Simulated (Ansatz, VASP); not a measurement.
## Os in VASP and in Ansatz

```
Os
1.0
     2.51676    0.00000    0.00000
     0.00000    2.51676    0.00000
     0.00000    0.00000    2.51676
Os
1
Direct
  0.00000 0.00000 0.00000
```

Change from the starting cell: volume scaled by 1, crystal datasets.

Alike in both runs: task single point; functional LDA; k mesh 17 × 17 × 17; occupations fermi-dirac, width 0.05 eV; no spin polarisation.

|  | VASP | Ansatz |
| --- | --- | --- |
| version | VASP 6.6.1 | Ansatz 0.2.0 |
| potentials or method | VASP PAW LDA potentials, release 64 (Os), cutoff 520 eV | all-electron PAW with datasets made for the crystal, scalar-relativistic |

|  | VASP | Ansatz | Ansatz less VASP |
| --- | --- | --- | --- |
| pressure (GPa) | 0.0 | 0.0 | -0.05 |

LDA's correlation is that of Perdew and Zunger in VASP and of Perdew and Wang (1992) in Ansatz. Ansatz ran all-electron here, and VASP with PAW potentials.

Spin-orbit coupling is off throughout.
